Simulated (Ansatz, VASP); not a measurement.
**One calculation of MoS2, two programs**

```
Mo S
1.0
     3.32401    0.00000    0.00000
    -1.66200    2.87867    0.00000
     0.00000    0.00000   11.49807
Mo S
2 4
Direct
  0.33333 0.66667 0.25000
  0.66667 0.33333 0.75000
  0.33333 0.66667 0.62599
  0.66667 0.33333 0.12599
  0.33333 0.66667 0.87401
  0.66667 0.33333 0.37401
```

Alike in both runs: task single point; functional PBEsol; k mesh 12 × 12 × 4; no spin polarisation.

|  | VASP | Ansatz |
| --- | --- | --- |
| version | VASP 6.6.1 | Ansatz 0.2.0 |
| potentials or method | VASP PAW PBE potentials, release 64 (Mo_sv, S), cutoff 520 eV | scalar-relativistic, plane waves, PAW |
| occupations | methfessel-paxton of order 1, width 0.2 eV | cold, width 0.2 eV |
| valence electrons in the cell | 52 | 52 |

```tsv
	VASP	Ansatz	Ansatz less VASP
gap on the k mesh at the Fermi level (eV)	none	none	-
pressure (GPa)	-1.8	-1.8	+0.01
traceless stress, the component that is largest in VASP (GPa)	14.97	14.76	-0.208
rms of the force components (eV/Å)	0.644	0.633	-0.0107
```

VASP's potentials were made for PBE, not for PBEsol. Atom by atom the forces differ by 0.011 eV/Å (rms over components). A gap of «none» marks a metal or a gap that the smearing closes.
